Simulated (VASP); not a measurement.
Write the native input for VASP 6.6.1 that does the following.

| Quantity | Value |
| --- | --- |
| Task | single point |
| Functional | PBE-based screened hybrid with 25 % exact exchange |
| Potentials or basis | VASP PAW PBE potentials, release 64 (Hf_pv, B) |
| Cutoff | 520 eV |
| k mesh | 5 × 5 × 5 |
| Occupations | fermi-dirac, width 0.05 eV |
| Spin | no spin polarisation |
| Dipole correction | no |
| Grid for exact exchange (PRECFOCK) | Normal |
| Share of exact exchange | 0.25 |
| Further INCAR settings | ALGO = Normal; EDIFF = 1e-06; NBANDS = 14 |
| Screening parameter | 0.3 1/Å |

Crystal: HfB.

```
CELL_PARAMETERS angstrom
0.00000 2.31000 2.31000
2.31000 0.00000 2.31000
2.31000 2.31000 0.00000
ATOMIC_POSITIONS crystal
Hf 0.50000 0.50000 0.50000
B 0.00000 0.00000 0.00000
```

One way to write it, as run:

POSCAR

```
HfB
1.0
    0.0000000000      2.3100000000      2.3100000000
    2.3100000000      0.0000000000      2.3100000000
    2.3100000000      2.3100000000      0.0000000000
Hf B
1 1
Direct
    0.5000000000      0.5000000000      0.5000000000
    0.0000000000      0.0000000000      0.0000000000
```

INCAR.step1

```
SYSTEM = HfB
ALGO     = Normal         ! electronic algorithm
EDIFF    = 1E-5           ! SCF threshold, eV
ENCUT    = 520            ! plane-wave cutoff, eV
GGA      = PE             ! functional
ISIF     = 2              ! what is computed and relaxed
ISMEAR   = -1             ! smearing method
LASPH    = .TRUE.         ! aspherical terms in the spheres
LREAL    = .FALSE.        ! projectors in reciprocal space
LWAVE    = .TRUE.         ! write WAVECAR
NBANDS   = 14             ! bands
NELM     = 100            ! most SCF steps
PREC     = Accurate       ! precision mode
SIGMA    = 0.05           ! smearing width, eV
```

INCAR.step2

```
SYSTEM = HfB
AEXX     = 0.25           ! exact-exchange fraction
ALGO     = Normal         ! electronic algorithm
EDIFF    = 1E-6           ! SCF threshold, eV
ENCUT    = 520            ! plane-wave cutoff, eV
GGA      = PE             ! functional
HFSCREEN = 0.3            ! screening, 1/A
ISIF     = 2              ! what is computed and relaxed
ISMEAR   = -1             ! smearing method
ISTART   = 1            
LASPH    = .TRUE.         ! aspherical terms in the spheres
LCHARG   = .TRUE.         ! write CHGCAR
LELF     = .TRUE.         ! ELF
LHFCALC  = .TRUE.         ! exact exchange
LREAL    = .FALSE.        ! projectors in reciprocal space
LVHAR    = .TRUE.       
LWAVE    = .FALSE.        ! write WAVECAR
NBANDS   = 14             ! bands
NELM     = 100            ! most SCF steps
PREC     = Accurate       ! precision mode
PRECFOCK = Normal       
SIGMA    = 0.05           ! smearing width, eV
```

KPOINTS

```
k-points
0
G
  5 5 5
  0 0 0
```

Potentials or basis: VASP PAW PBE potentials, release 64 (Hf_pv, B).

The run is started by

```bash
$ cat potpaw_PBE.64/Hf_pv/POTCAR potpaw_PBE.64/B/POTCAR > POTCAR
$ cp INCAR.step1 INCAR
$ mpirun -np 1 vasp_std > vasp.out
$ cp INCAR.step2 INCAR
$ mpirun -np 1 vasp_std > vasp.out
```

Results of the run:

The pressure is 29.2 GPa and the band gap on the k mesh is zero (an odd number of electrons rules out a gap without spin polarisation).

Caveat: the k points lie up to 0.47 Å⁻¹ apart, too coarse for converged energies and pressures of a metal; the PAW data sets were made with another functional, which shifts forces and pressure a little; spin-orbit coupling is left out, which moves the levels of the heavy elements.

It took 5.1 min on 1 thread of Intel(R) Xeon(R) Platinum 8559C (Emerald Rapids), with other jobs on the host, peak memory 0.25 GiB.
